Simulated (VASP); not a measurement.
Wanted: the native input for a VASP 6.6.1 run.

| Quantity | Value |
| --- | --- |
| Task | single point |
| Functional | PBE |
| Potentials or basis | VASP PAW PBE potentials, release 64 (Si) |
| Cutoff | 520 eV |
| k mesh | 6 × 6 × 6 |
| Occupations | gaussian, width 0.02 eV |
| Spin | no spin polarisation |
| Dipole correction | no |
| Further INCAR settings | ALGO = Normal; EDIFF = 1e-06; NBANDS = 36 |

The structure of Si lies in POSCAR:

```
Si
1.0
    7.4884579033      0.0000000000      0.0000000000
   -3.7442289517      6.4851947795      0.0000000000
    0.0000000000      0.0000000000      5.2228908273
Si
12
Direct
    0.2902440961      0.0000000000      0.0000000000
    0.0000000000      0.2902440961      0.6666666667
    0.7097559039      0.7097559039      0.3333333333
    0.7097559039      0.0000000000      0.5000000000
    0.0000000000      0.7097559039      0.1666666667
    0.2902440961      0.2902440961      0.8333333333
    0.4080545378      0.8161090755      0.7500000000
    0.1838909245      0.5919454622      0.4166666667
    0.4080545378      0.5919454622      0.0833333333
    0.5919454622      0.1838909245      0.2500000000
    0.8161090755      0.4080545378      0.9166666667
    0.5919454622      0.4080545378      0.5833333333
```

The cell was generated, and may not be a known phase.

The input as run:

INCAR

```
SYSTEM = Si
PREC = Accurate ; ENCUT = 520
EDIFF = 1E-6 ; ISMEAR = 0
SIGMA = 0.02 ; LREAL = .FALSE.
LASPH = .TRUE. ; NELM = 60
ALGO = Normal ; ISIF = 2
LWAVE = .FALSE. ; LCHARG = .TRUE.
GGA = PE ; LELF = .TRUE.
LVHAR = .TRUE. ; NBANDS = 36
```

KPOINTS

```
regular mesh
0
G
  6 6 6
  0 0 0
```

Potentials or basis: VASP PAW PBE potentials, release 64 (Si).

Run with:

```bash
$ cat potpaw_PBE.64/Si/POTCAR > POTCAR
$ mpirun -np 1 vasp_std > vasp.out
```

It gave:

```yaml
Pressure: -0.1 GPa
Band_gap_on_the_k_mesh: 0.80 eV (least direct gap 1.05 eV)
```

Wall time 3.7 min on 1 thread of Intel(R) Xeon(R) Platinum 8488C (Sapphire Rapids), with other jobs on the host, peak memory 0.41 GiB.
